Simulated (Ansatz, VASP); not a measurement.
**As in VASP and in Ansatz**

File INCAR:

```
PREC     = Accurate       # precision mode
ENCUT    = 520            # plane-wave cutoff, eV
EDIFF    = 1E-6           # SCF threshold, eV
ISMEAR   = -1             # smearing method
SIGMA    = 0.1            # smearing width, eV
LREAL    = F              # projectors in reciprocal space
LASPH    = T              # aspherical terms in the spheres
NELM     = 80             # most SCF steps
ALGO     = Normal         # electronic algorithm
ISIF     = 2              # what is computed and relaxed
LWAVE    = F              # write WAVECAR
LCHARG   = F              # write CHGCAR
GGA      = PE             # functional
NBANDS   = 12             # bands
```

KPOINTS

```
regular mesh
0
Gamma
  13 13 8
```

The input POSCAR:

```
As
1.0
    3.1175294497      0.0000000000      0.0000000000
   -1.5587647248      2.6998597005      0.0000000000
    0.0000000000      0.0000000000      4.7576233380
As
2
Direct
    0.3333333333      0.6666666667      0.2500000000
    0.6666666667      0.3333333333      0.7500000000
```

Input for Ansatz:

```yaml
crystal:
  lattice:
    - [3.1175294497, 0.0, 0.0]
    - [-1.5587647248, 2.6998597005, 0.0]
    - [0.0, 0.0, 4.757623338]
  atoms:
    - { symbol: As, position: [0.3333333333, 0.6666666667, 0.25] }
    - { symbol: As, position: [0.6666666667, 0.3333333333, 0.75] }
hamiltonian:
  xc: pbe
  pseudopotentials:
    kind: paw
    azcp:
      As: "pseudopotentials/As.paw.azcp"
basis:
  ecutwfc: 420
  fft_grid_basis: typed
kpoints:
  mp_grid: { grid: [13, 13, 8], shift: [0, 0, 0] }
magnetization:
  spin_polarized: false
scf:
  occupations: { method: fermi_dirac, width: 0.1 }
  lower_state_search: "off"
output:
  stress: true
  write_density: true
  write_potential: true
  elf: true
  volumetric_format: npy
```

Alike in both runs: task single point; functional PBE; k mesh 13 × 13 × 8; occupations fermi-dirac, width 0.1 eV; no spin polarisation.

|  | VASP | Ansatz |
| --- | --- | --- |
| version | VASP 6.6.1 | Ansatz 0.2.0 |
| potentials or method | VASP PAW PBE potentials, release 64 (As), cutoff 520 eV | plane waves (420 eV) with PAW, scalar-relativistic |
| valence electrons in the cell | 10 | 30 |

Ansatz gave:

```
pressure (GPa)                                                : -2.6
traceless stress, the component that is largest in VASP (GPa) : 0.61
```

Question: What did VASP give for the same quantities?

Answer: Pressure (GPa): -2.6; traceless stress, the component that is largest in VASP (GPa): 0.62.

With one functional, cell and mesh, what is left measures potentials, basis and numerics. VASP's potentials hold 10 valence electrons a cell and Ansatz's 30, so a difference there can come from the potentials and not from the codes.
